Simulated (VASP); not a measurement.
Input of a VASP 6.6.1 run:

The input INCAR:

```
PREC = Accurate
ENCUT = 520
EDIFF = 1E-6
ISMEAR = -1
SIGMA = 0.05
LREAL = Auto
LASPH = T
NELM = 100
ALGO = Normal
ISIF = 2
LWAVE = F
LCHARG = F
GGA = PE
NBANDS = 94
ISYM = 0
```

The input KPOINTS:

```
regular mesh
0
Gamma
  1 1 1
```

File POSCAR:

```
HfNb2O7
1.0
    6.4007650000      0.1927990000     -0.0525750000
    0.1927990000      6.7053110000     -0.0913760000
   -0.0525750000     -0.0913760000      6.5638380000
Hf O Nb
2 14 4
Direct
    0.2582782636      0.8004259310      0.0916935640
    0.0843803300      0.2751437091      0.3250041862
    0.9488439463      0.7505162075      0.9842490993
    0.5434430101      0.2887287865      0.9071920114
    0.9927218443      0.5474898781      0.4599093984
    0.3997241432      0.2223818337      0.4676804728
    0.7611169366      0.8429285971      0.5680920471
    0.5429956111      0.9151081874      0.1787778614
    0.0977351160      0.8980928957      0.3295658059
    1.0280627124      0.1966256224      0.6032154145
    0.2915468037      0.5037278035      0.1878229940
    0.6795051980      0.5488148329      0.2265152629
    0.8182365614      0.1632423856      0.2248200250
    0.2008782134      0.1392478151      0.0469819762
    0.1674566180      0.4911635359      0.8041140855
    0.2556501582      0.8779869446      0.7614757924
    0.7989097670      0.8097228817      0.2753102558
    0.5453741183      0.3131149405      0.1841144213
    0.2687498519      0.2185446574      0.7594072645
    0.0235059327      0.7195091816      0.6855273843
```

Potentials or basis: VASP PAW PBE potentials, release 64 (Hf_pv, O, Nb_sv).

The run is started by

```console
$ cat potpaw_PBE.64/Hf_pv/POTCAR potpaw_PBE.64/O/POTCAR potpaw_PBE.64/Nb_sv/POTCAR > POTCAR
$ mpirun -np 1 vasp_gam > vasp.out
```

Problem. Estimate the band gap on the k mesh.

Solution. 2.97 eV.

Problem. Predict the pressure.

Solution. -1.2 GPa.

Problem. Estimate the largest force.

Solution. 2.009 eV/Å.

Stress tensor (GPa, compression positive):
```
 5.66 -2.28  2.38
-2.28 -5.63  2.00
 2.38  2.00 -3.57
```

Caveat: the k points lie up to 0.98 Å⁻¹ apart; spin-orbit coupling is left out, which moves the levels of the heavy elements.
